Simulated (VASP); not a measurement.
A run of VASP 6.6.1:

Contents of INCAR:

```
ALGO = Normal
EDIFF = 1E-6
ENCUT = 520
GGA = PE
ISIF = 2
ISMEAR = 0
LASPH = T
LCHARG = F
LREAL = F
LWAVE = F
NBANDS = 18
NELM = 80
PREC = Accurate
SIGMA = 0.05
```

KPOINTS

```
k-points
0
Gamma
  8 8 8
```

Contents of POSCAR:

```
HfO2
1.0
    0.0687435254      2.5837505512      2.5837505512
    2.5837505512      0.0687435254      2.5837505512
    2.5837505512      2.5837505512      0.0687435254
Hf O
1 2
Direct
    0.0000000000      0.0000000000      0.0000000000
    0.2500000000      0.2500000000      0.2500000000
    0.7500000000      0.7500000000      0.7500000000
```

Potentials or basis: VASP PAW PBE potentials, release 64 (Hf_pv, O).

The run is started by

```bash
$ cat potpaw_PBE.64/Hf_pv/POTCAR potpaw_PBE.64/O/POTCAR > POTCAR
$ mpirun -np 1 vasp_std > vasp.out
```

Hardware: 1 thread of Intel(R) Xeon(R) Platinum 8488C (Sapphire Rapids), with other jobs on the host.

Q: Estimate the wall time of this run.

A: It took 22 s on 1 thread of Intel(R) Xeon(R) Platinum 8488C (Sapphire Rapids) (shared host), peak memory 0.18 GiB. Counts: scf iterations 13, k points 65.
